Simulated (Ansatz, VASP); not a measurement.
**One calculation of Ta, two programs**

```
Ta
1.0
    -1.64020    1.64020    1.64020
     1.64020   -1.64020    1.64020
     1.64020    1.64020   -1.64020
Ta
1
Direct
  0.00000 0.00000 0.00000
```

Change from the starting cell: volume scaled by 0.98.

Alike in both runs: task single point; functional PBE; k mesh 17 × 17 × 17; occupations fermi-dirac, width 0.08 eV; no spin polarisation.

```csv
,VASP,Ansatz
version,VASP 6.6.1,Ansatz 0.2.0
potentials or method,"VASP PAW PBE potentials, release 64 (Ta_pv), cutoff 520 eV","all-electron LAPW, scalar-relativistic"
```

```csv
,VASP,Ansatz,Ansatz less VASP
pressure (GPa),7.6,7.4,-0.26
```

Ansatz ran all-electron here, and VASP with PAW potentials.

Neither program's run includes spin-orbit coupling.
